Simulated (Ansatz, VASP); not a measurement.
SiO2 in VASP and in Ansatz

Contents of INCAR:

```
SYSTEM = SiO2
  PREC = Accurate
  ENCUT = 520
  EDIFF = 1E-6
  ISMEAR = 0
  SIGMA = 0.05
  LREAL = .False.
  LASPH = .True.
  NELM = 100
  ALGO = Normal
  ISIF = 2
  LWAVE = .False.
  LCHARG = .True.
  GGA = PE
  LELF = .True.
  LVHAR = .True.
  NBANDS = 25
```

KPOINTS

```
Automatic mesh
0
Gamma
  6 6 8
  0 0 0
```

The input POSCAR:

```
SiO2
1.0
    4.2358788266      0.0000000000      0.0000000000
    0.0000000000      4.5323903445      0.0000000000
    0.0000000000      0.0000000000      2.6897743046
Si O
2 4
Direct
    0.5000000000      0.5000000000      0.5000000000
    0.0000000000      0.0000000000      0.0000000000
    0.7395870220      0.6464385634      0.0000000000
    0.2395870220      0.8535614366      0.5000000000
    0.2604129780      0.3535614366      0.0000000000
    0.7604129780      0.1464385634      0.5000000000
```

Input for Ansatz:

```yaml
crystal:
  lattice:
    - [4.2358788266, 0.0, 0.0]
    - [0.0, 4.5323903445, 0.0]
    - [0.0, 0.0, 2.6897743046]
  atoms:
    - { symbol: Si, position: [0.5, 0.5, 0.5] }
    - { symbol: Si, position: [0.0, 0.0, 0.0] }
    - { symbol: O, position: [0.739587022, 0.6464385634, 0.0] }
    - { symbol: O, position: [0.239587022, 0.8535614366, 0.5] }
    - { symbol: O, position: [0.260412978, 0.3535614366, 0.0] }
    - { symbol: O, position: [0.760412978, 0.1464385634, 0.5] }
basis:
  ecutwfc: 520.0
kpoints:
  mp_grid: { grid: [6, 6, 8] }
hamiltonian:
  xc: pbe
  pseudopotentials: { kind: paw, azcp: { folder: soft_1 } }
scf:
  occupations: { method: gaussian, width: 0.05 }
output:
  forces: true
  stress: true
  eigenvalues: true
```

Change from the starting cell: mode 4 frozen in at +0.279 Å, normal strain along y +0.0700.

Alike in both runs: task single point; functional PBE; k mesh 6 × 6 × 8; occupations gaussian, width 0.05 eV; no spin polarisation.

|  | VASP | Ansatz |
| --- | --- | --- |
| version | VASP 6.6.1 | Ansatz 0.2.0 |
| potentials or method | VASP PAW PBE potentials, release 64 (Si, O), cutoff 520 eV | scalar-relativistic, plane waves, PAW |
| valence electrons in the cell | 32 | 32 |

Ansatz gave:

| Quantity | Value |
| --- | --- |
| gap on the k mesh at the Fermi level (eV) | 4.36 |
| least direct gap on the mesh (eV) | 4.36 |
| pressure (GPa) | -19.1 |
| traceless stress, the component that is largest in VASP (GPa) | 3.15 |
| rms of the force components (eV/Å) | 0.713 |

Task: Estimate VASP's values.

Result: gap on the k mesh at the Fermi level (eV): 4.33; least direct gap on the mesh (eV): 4.33; pressure (GPa): -18.8; traceless stress, the component that is largest in VASP (GPa): 3.66; rms of the force components (eV/Å): 0.707.

Atom by atom the forces differ by 0.014 eV/Å (rms over components).
